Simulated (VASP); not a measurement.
# Ge (P6_3mc) in VASP: notebook

The runs below take Ge through single point, with LDA.

Everything below comes from runs of VASP 6.6.1. Logs are shortened: lines on timing, memory, paths and dates and some standing lists are left out, and cuts for length are marked.

## (1) The cell of the first run

Symmetry: P6_3mc, No. 186, hexagonal system. Conventional cell: a = 3.968 Å, b = 3.968 Å, c = 10.769 Å, α = 90.00°, β = 90.00°, γ = 120.00°. Ge (site symmetry 3m) has 3 Ge at 2.39 Å within 3.2 Å. Within 3.2 Å of Ge (site symmetry 3m) lie 3 Ge at 2.39 Å.

## (2) Single point, LDA (volume scaled by 0.94)

Input file INCAR:

```
SYSTEM = Ge
PREC = Accurate
ENCUT = 520
EDIFF = 1E-6
ISMEAR = -1
SIGMA = 0.05
LREAL = .False.
LASPH = .True.
NELM = 100
ALGO = Normal
ISIF = 2
LWAVE = .False.
LCHARG = .False.
GGA = CA
NBANDS = 36
```

Input file KPOINTS:

```
regular mesh
0
Gamma
  8 8 3
  0 0 0
```

Input file POSCAR:

```
Ge
1.0
    3.9677200192      0.0000000000      0.0000000000
   -1.9838600096      3.4361463317      0.0000000000
    0.0000000000      0.0000000000     10.7689417645
Ge
4
Direct
    0.6666666667      0.3333333333      0.4148480000
    0.3333333333      0.6666666667      0.9148480000
    0.0000000000      0.0000000000      0.4774520000
    0.0000000000      0.0000000000      0.9774520000
```

Potentials or basis: VASP PAW LDA potentials, release 64 (Ge_d).

Command:

```sh
cat potpaw_LDA.64/Ge_d/POTCAR > POTCAR
mpirun -np 1 vasp_std > vasp.out
```

OUTCAR:

```text
SYSTEM = Ge
   PREC = Accurate
   ENCUT = 520
   EDIFF = 1E-6
   ISMEAR = -1
   LREAL = .False.
   LASPH = .True.
   NELM = 100
   ISIF = 2
   GGA = CA

 ion  position               nearest neighbor table
   1  0.667  0.333  0.415-   3 2.39   3 2.39   3 2.39
   2  0.333  0.667  0.915-   4 2.39   4 2.39   4 2.39
   3  0.000  0.000  0.477-   1 2.39   1 2.39   1 2.39
   4  0.000  0.000  0.977-   2 2.39   2 2.39   2 2.39

  LATTYP: Found a hexagonal cell.
 ALAT       =     3.9677200192
 C/A-ratio  =     2.7141385260

  Lattice vectors:

 A1 = (   3.9677200192,   0.0000000000,   0.0000000000)
 A2 = (  -1.9838600096,   3.4361463317,   0.0000000000)
 A3 = (   0.0000000000,   0.0000000000,  10.7689417645)

Analysis of symmetry for initial positions (statically):
=====================================================================
 Subroutine PRICEL returns:
 Original cell was already a primitive cell.

 Routine SETGRP: Setting up the symmetry group for a
 hexagonal supercell.

 Subroutine GETGRP returns: Found 12 space group operations
 (whereof  6 operations were pure point group operations)
 out of a pool of 24 trial point group operations.

The static configuration has the point symmetry C_3v.
 The point group associated with its full space group is C_6v.

Analysis of symmetry for dynamics (positions and initial velocities):
=====================================================================
 Subroutine PRICEL returns:
 Original cell was already a primitive cell.

 Routine SETGRP: Setting up the symmetry group for a
 hexagonal supercell.

 Subroutine GETGRP returns: Found 12 space group operations
 (whereof  6 operations were pure point group operations)
 out of a pool of 24 trial point group operations.

The dynamic configuration has the point symmetry C_3v.
 The point group associated with its full space group is C_6v.

 Subroutine INISYM returns: Found 12 space group operations
 (whereof  6 operations are pure point group operations),
 and found     1 'primitive' translations

----------------------------------------------------------------------------------------

                                     Primitive cell

  volume of cell :     146.8202

  direct lattice vectors                    reciprocal lattice vectors
     3.967720019  0.000000000  0.000000000     0.252033912  0.145511847  0.000000000
    -1.983860010  3.436146332  0.000000000     0.000000000  0.291023694  0.000000000
     0.000000000  0.000000000 10.768941764     0.000000000  0.000000000  0.092859635

  length of vectors
     3.967720019  3.967720019 10.768941764     0.291023694  0.291023694  0.092859635

  position of ions in fractional coordinates (direct lattice)
     0.666666667  0.333333333  0.414848000
     0.333333333  0.666666667  0.914848000
     0.000000000  0.000000000  0.477452000
     0.000000000  0.000000000  0.977452000

  ion indices of the primitive-cell ions
   primitive index   ion index
                 1           1
                 2           2
                 3           3
                 4           4

----------------------------------------------------------------------------------------

 KPOINTS: regular mesh

Automatic generation of k-mesh.
 Grid dimensions read from file:
 generate k-points for:    8    8    3

 Generating k-lattice:

  Cartesian coordinates                     Fractional coordinates (reciprocal lattice)
     0.031504239  0.018188981  0.000000000     0.125000000  0.000000000  0.000000000
     0.000000000  0.036377962  0.000000000     0.000000000  0.125000000  0.000000000
     0.000000000  0.000000000  0.030953212     0.000000000  0.000000000  0.333333333

  Length of vectors
     0.036377962  0.036377962  0.030953212

  Shift w.r.t. Gamma in fractional coordinates (k-lattice)
     0.000000000  0.000000000  0.000000000

 Subroutine IBZKPT returns following result:
 ===========================================

 Found     20 irreducible k-points:

 Following reciprocal coordinates:
            Coordinates               Weight
  0.000000  0.000000  0.000000      1.000000
  0.125000  0.000000  0.000000      6.000000
  0.250000  0.000000  0.000000      6.000000
  0.375000  0.000000  0.000000      6.000000
  0.500000  0.000000  0.000000      3.000000
  0.125000  0.125000  0.000000      6.000000
[... 12 lines left out ...]
  0.250000  0.250000  0.333333     12.000000
  0.375000  0.250000  0.333333     12.000000
   k-points           NKPTS =     20   k-points in BZ     NKDIM =     20   number of bands    NBANDS=     36
   number of dos      NEDOS =    301   number of ions     NIONS =      4
   total plane-waves  NPLWV =  72000
   dimension x,y,z NGX =    30 NGY =   30 NGZ =   80
   dimension x,y,z NGXF=    60 NGYF=   60 NGZF=  160
   ions per type =               4
   NGX,Y,Z   is equivalent  to a cutoff of  12.57, 12.57, 12.35 a.u.
   NGXF,Y,Z  is equivalent  to a cutoff of  25.14, 25.14, 24.70 a.u.
 SYSTEM =  Ge
   PREC   = accura    normal or accurate (medium, high low for compatibility)
   ISTART =      0    job   : 0-new  1-cont  2-samecut
   ICHARG =      2    charge: 1-file 2-atom 10-const
   ISPIN  =      1    spin polarized calculation?
   LNONCOLLINEAR =      F non collinear calculations
   LSORBIT =      F    spin-orbit coupling
   LASPH  =      T    aspherical Exc in radial PAW
   ENCUT  =  520.0 eV  38.22 Ry    6.18 a.u.   7.38  7.38 20.02*2*pi/ulx,y,z
   NELM   =    100;   NELMIN=  2; NELMDL= -5     # of ELM steps
   EDIFF  = 0.1E-05   stopping-criterion for ELM
   LREAL  =      F    real-space projection
   EDIFFG = 0.1E-04   stopping-criterion for IOM
   NSW    =      0    number of steps for IOM
   IBRION =     -1    ionic relax: 0-MD 1-quasi-New 2-CG
   NFREE  =      0    steps in history (QN), initial steepest desc. (CG)
   ISIF   =      2    stress and relaxation
   ISYM   =      2    0-nonsym 1-usesym 2-fastsym
   POTIM  = 0.5000    time-step for ionic-motion
   TEBEG  =    0.0;   TEEND  =   0.0 temperature during run
   PSTRESS=    0.0 pullay stress
   NELECT =      56.0000    total number of electrons
   NUPDOWN=      -1.0000    fix difference up-down
   EMIN   =  10.00;   EMAX   =-10.00  energy-range for DOS
   EFERMI =   0.00;   METHOD = LEGACY
   ISMEAR =    -1;   SIGMA  =   0.05  broadening in eV -4-tet -1-fermi 0-gaus
   EFERMI_NEDOS =   21; number of points for ismear=-14 and -15
   IALGO  =     38    algorithm
   IMIX   =      4    mixing-type and parameters
     AMIX     =   0.40;   BMIX     =  1.00
     AMIX_MAG =   1.60;   BMIX_MAG =  1.00
  volume/ion in A,a.u.               =      36.71       247.70
  Fermi-wavevector in a.u.,A,eV,Ry     =   1.187250  2.243578 19.178271  1.409563
  Thomas-Fermi vector in A             =   2.323406
   LORBIT       =      0    0 simple, 1 ext, 2 COOP (PROOUT), +10 PAW based schemes
   GGA     = CA    functional components
   LHFCALC =     F    Hartree Fock is set to
   AEXX    =    0.0000 exact exchange contribution
   IVDW    =     0    specifies the selected vdW correction
   LEPSILON=     F    determine dielectric tensor
   LRPA    =     F    only Hartree local field effects (RPA)
 non-spin polarized calculation
  energy-cutoff  :      520.00
  volume of cell :      146.82
 maximum number of plane-waves:      3983
 NGX is ok and might be reduce to    30
   NGX = 15   NGY = 15   NGZ = 41

 number of electron      56.0000096 magnetization

 Free energy of the ion-electron system (eV)
  ---------------------------------------------------
  ext. energy  EPLUGINS =         0.00000000
  ---------------------------------------------------
  free energy    TOTEN  =       -18.38584059 eV

  energy without entropy =      -18.38568043  energy(sigma->0) =      -18.38576051

 E-fermi :   0.8807     XC(G=0):  -7.8075

 val. band max:        0.5458936417   @ k =   0.3750   0.2500   0.0000
 cond. band min:       1.2452893764   @ k =   0.3750   0.2500   0.3333
 fundamental gap:      0.6993957347
 Fermi energy:         0.8806858136

 k-point     1 :       0.0000    0.0000    0.0000
  band No.  band energies     occupation
      1     -23.7662      2.00000
      2     -23.7662      2.00000
      3     -23.7662      2.00000
      4     -23.7662      2.00000
      5     -23.7075      2.00000
      6     -23.7075      2.00000
[... 28 lines left out ...]
     35       4.8914      0.00000
     36       4.8914      0.00000

 k-point     2 :       0.1250    0.0000    0.0000
  band No.  band energies     occupation
      1     -23.7743      2.00000
      2     -23.7743      2.00000
      3     -23.7730      2.00000
      4     -23.7730      2.00000
      5     -23.7177      2.00000
      6     -23.7176      2.00000
[... 28 lines left out ...]
     35       5.5061      0.00000
     36       5.5457      0.00000

 k-point     3 :       0.2500    0.0000    0.0000
  band No.  band energies     occupation
      1     -23.7844      2.00000
      2     -23.7843      2.00000
      3     -23.7834      2.00000
      4     -23.7834      2.00000
      5     -23.7330      2.00000
      6     -23.7330      2.00000
[... 28 lines left out ...]
     35       6.8444      0.00000
     36       6.9674      0.00000

 k-point     4 :       0.3750    0.0000    0.0000
  band No.  band energies     occupation
      1     -23.7895      2.00000
      2     -23.7895      2.00000
      3     -23.7846      2.00000
      4     -23.7845      2.00000
      5     -23.7503      2.00000
      6     -23.7502      2.00000
[... 28 lines left out ...]
     35       7.6184      0.00000
     36       7.7967      0.00000

 k-point     5 :       0.5000    0.0000    0.0000
  band No.  band energies     occupation
      1     -23.7913      2.00000
      2     -23.7912      2.00000
      3     -23.7792      2.00000
      4     -23.7792      2.00000
      5     -23.7615      2.00000
      6     -23.7615      2.00000
[... 499 lines left out ...]
 k-point    18 :       0.3750    0.1250    0.3333
  band No.  band energies     occupation
      1     -23.8029      2.00000
      2     -23.8029      2.00000
      3     -23.7752      2.00000
      4     -23.7752      2.00000
      5     -23.7587      2.00000
      6     -23.7587      2.00000
[... 28 lines left out ...]
     35       6.8491      0.00000
     36       7.7109      0.00000

 k-point    19 :       0.2500    0.2500    0.3333
  band No.  band energies     occupation
      1     -23.8105      2.00000
      2     -23.8105      2.00000
      3     -23.7742      2.00000
      4     -23.7742      2.00000
      5     -23.7565      2.00000
      6     -23.7565      2.00000
[... 28 lines left out ...]
     35       6.0555      0.00000
     36       6.3634      0.00000

 k-point    20 :       0.3750    0.2500    0.3333
  band No.  band energies     occupation
      1     -23.8163      2.00000
      2     -23.8163      2.00000
      3     -23.7688      2.00000
      4     -23.7688      2.00000
      5     -23.7638      2.00000
      6     -23.7638      2.00000
[... 28 lines left out ...]
     35       7.1994      0.00000
     36       7.6228      0.00000

------------------------ aborting loop because EDIFF is reached ----------------------------------------

  FORCE on cell =-STRESS in cart. coord.  units (eV):
  Direction    XX          YY          ZZ          XY          YZ          ZX
  --------------------------------------------------------------------------------------
  -------------------------------------------------------------------------------------
  Total       -0.6744189     -0.6744189     -0.8973277      0.0000000      0.0000000      0.0000000
  in kB       -7.3596064     -7.3596064     -9.7921023      0.0000000      0.0000000      0.0000000
  external PRESSURE =      -8.1704384 kB  Pullay stress =       0.0000000 kB

 VOLUME and BASIS-vectors are now :
 -----------------------------------------------------------------------------
  energy-cutoff  :      520.00
  volume of cell :      146.82
      direct lattice vectors                 reciprocal lattice vectors
     3.967720019  0.000000000  0.000000000     0.252033912  0.145511847  0.000000000
    -1.983860010  3.436146332  0.000000000     0.000000000  0.291023694  0.000000000
     0.000000000  0.000000000 10.768941764     0.000000000  0.000000000  0.092859635

 POSITION                                       TOTAL-FORCE (eV/Angst)
 -----------------------------------------------------------------------------------
      1.98386      1.14538      4.46747        -0.000000      0.000000      0.116223
     -0.00000      2.29076      9.85194         0.000000     -0.000000      0.116223
      0.00000      0.00000      5.14165         0.000000     -0.000000     -0.116223
      0.00000      0.00000     10.52612        -0.000000      0.000000     -0.116223
 -----------------------------------------------------------------------------------
    total drift:                                0.000000      0.000001      0.008935

  FREE ENERGIE OF THE ION-ELECTRON SYSTEM (eV)
  ---------------------------------------------------
  free  energy   TOTEN  =       -18.3858405857 eV

  energy  without entropy=      -18.3856804316  energy(sigma->0) =      -18.38576051
```

Run time: 2.2 min. Hardware: 1 thread of Intel Xeon Platinum 8259CL at 2.50GHz (Skylake/Cascade Lake), shared host; peak memory 0.24 GiB.

Results:

| Item | Value |
| --- | --- |
| Free energy | -18.3858 eV |
| Pressure | -0.8 GPa |
| Largest force | 0.116 eV/Å |
| Band gap on the k mesh | 0.70 eV, indirect (least direct gap 0.71 eV) |

Forces on the atoms (eV/Å):
```
Ge   0.000  0.000  0.116
Ge   0.000  0.000  0.116
Ge   0.000  0.000 -0.116
Ge   0.000  0.000 -0.116
```

 A k mesh can miss the band edges.

(Part 1 of 2 ends here.)
